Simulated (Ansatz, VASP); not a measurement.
# One calculation of Pb, two programs

INCAR

```
PREC = Accurate
ENCUT = 500
EDIFF = 1E-6
ISMEAR = 0
SIGMA = 0.1
LREAL = F
LASPH = T
NELM = 120
ALGO = Normal
ISIF = 2
LWAVE = F
LCHARG = F
GGA = PE
IVDW = 12
NBANDS = 13
GGA_COMPAT = F
```

KPOINTS

```
Automatic mesh
0
Gamma
  6 6 6
```

Contents of POSCAR:

```
Pb
1.0
    0.0000000000      2.4947547435      2.4947547435
    2.4947547435      0.0000000000      2.4947547435
    2.4947547435      2.4947547435      0.0000000000
Pb
1
Direct
    0.0000000000      0.0000000000      0.0000000000
```

Input for Ansatz:

```yaml
crystal:
  lattice:
    - [0.0, 2.4947547435, 2.4947547435]
    - [2.4947547435, 0.0, 2.4947547435]
    - [2.4947547435, 2.4947547435, 0.0]
  atoms:
    - { symbol: Pb, position: [0.0, 0.0, 0.0] }
basis:
  ecutwfc: 420
kpoints:
  mp_grid: { grid: [6, 6, 6] }
hamiltonian:
  xc: pbe
  dispersion: d3bj
scf:
  occupations: { method: gaussian, width: 0.1 }
output:
  forces: true
  stress: true
  eigenvalues: true
```

Alike in both runs: task single point; functional PBE; dispersion D3(BJ); k mesh 6 × 6 × 6; occupations gaussian, width 0.1 eV; no spin polarisation.

|  | VASP | Ansatz |
| --- | --- | --- |
| version | VASP 6.6.1 | Ansatz 0.2.0 |
| potentials or method | VASP PAW PBE potentials, release 64 (Pb_d), cutoff 500 eV | scalar-relativistic, plane waves, PAW |
| valence electrons in the cell | 14 | 14 |

```tsv
	VASP	Ansatz	Ansatz less VASP
gap on the k mesh at the Fermi level (eV)	none	none	-
pressure (GPa)	-0.1	0.0	+0.06
```

A gap of «none» marks a metal or a gap that the smearing closes.

The k mesh is coarse, so the values compare programs but aren't converged. Spin-orbit coupling is off throughout.
